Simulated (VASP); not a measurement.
# SiC (Moissanite 3C): single point with PBE

SiC (Moissanite 3C):

```xyz
2
Lattice="0.0000 2.1934 2.1934 2.1934 0.0000 2.1934 2.1934 2.1934 0.0000" Properties=species:S:1:pos:R:3 pbc="T T T"
Si    0.0000    0.0000    0.0000
C     1.0967    1.0967    1.0967
```

This cell differs from its parent crystal: volume scaled by 1.02, then relaxed in part.

- Program: VASP 6.6.1
- Task: single point
- Functional: PBE
- Potentials or basis: VASP PAW PBE potentials, release 64 (Si, C)
- Cutoff: 520 eV
- k mesh: 17 × 17 × 17
- Occupations: fermi-dirac, width 0.02 eV
- Spin: no spin polarisation

```
Pressure               : -1.1 GPa
Band gap on the k mesh : 1.41 eV, indirect (least direct gap 4.54 eV)
```

Levels at points of the mesh, in eV from the valence-band top:
```
           k point  band 1  band 2  band 3  band 4  band 5  band 6  band 7  band 8
(0.00, 0.00, 0.00)  -15.25    0.00    0.00    0.00    6.00    7.17    7.17    7.17
```

It took 36 s on 1 thread of Intel(R) Xeon(R) Platinum 8259CL CPU @ 2.50GHz (Skylake/Cascade Lake), with other jobs on the host, peak memory 0.15 GiB.

 A k mesh can miss the band edges.
